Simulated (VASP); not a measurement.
Here is a VASP 6.6.1 calculation.

The input POSCAR:

```
KI
1.0
    4.2910852121      0.0000000000      0.0000000000
    0.0000000000      4.2910852121      0.0000000000
    0.0000000000      0.0000000000      4.2910852121
K I
1 1
Direct
    0.0000000000      0.0000000000      0.0000000000
    0.5000000000      0.5000000000      0.5000000000
```

Contents of INCAR.step1:

```
SYSTEM = KI
PREC = Accurate ; ENCUT = 520
ISMEAR = 0 ; SIGMA = 0.01
LREAL = .False. ; LASPH = .True.
NELM = 100 ; NBANDS = 15
GGA = PE ; ALGO = Normal
EDIFF = 1E-4 ; LWAVE = .True.
LCHARG = .False.
```

The input INCAR.step2:

```
SYSTEM = KI
PREC = Accurate ; ENCUT = 520
EDIFF = 1E-7 ; ISMEAR = 0
SIGMA = 0.01 ; LREAL = .False.
LASPH = .True. ; NELM = 100
ALGO = Normal ; ISIF = 2
LWAVE = .False. ; LCHARG = .False.
METAGGA = R2SCAN ; LMIXTAU = .True.
NBANDS = 15 ; ISTART = 1
```

Contents of KPOINTS:

```
Automatic mesh
0
Gamma
  6 6 6
  0 0 0
```

Potentials or basis: VASP PAW PBE potentials, release 64 (K_sv, I).

The run is started by

```bash
$ cat potpaw_PBE.64/K_sv/POTCAR potpaw_PBE.64/I/POTCAR > POTCAR
$ cp INCAR.step1 INCAR
$ mpirun -np 1 vasp_std > vasp.out
$ cp INCAR.step2 INCAR
$ mpirun -np 1 vasp_std > vasp.out
```

(1) Estimate the band gap on the k mesh.

(2) Estimate the pressure.

## Answers

(1) 4.04 eV, indirect (least direct gap 4.41 eV).

(2) 0.0 GPa.

Caveat: the PAW data sets were made with another functional, which shifts forces and pressure a little; spin-orbit coupling is left out, which moves the levels of the heavy elements.
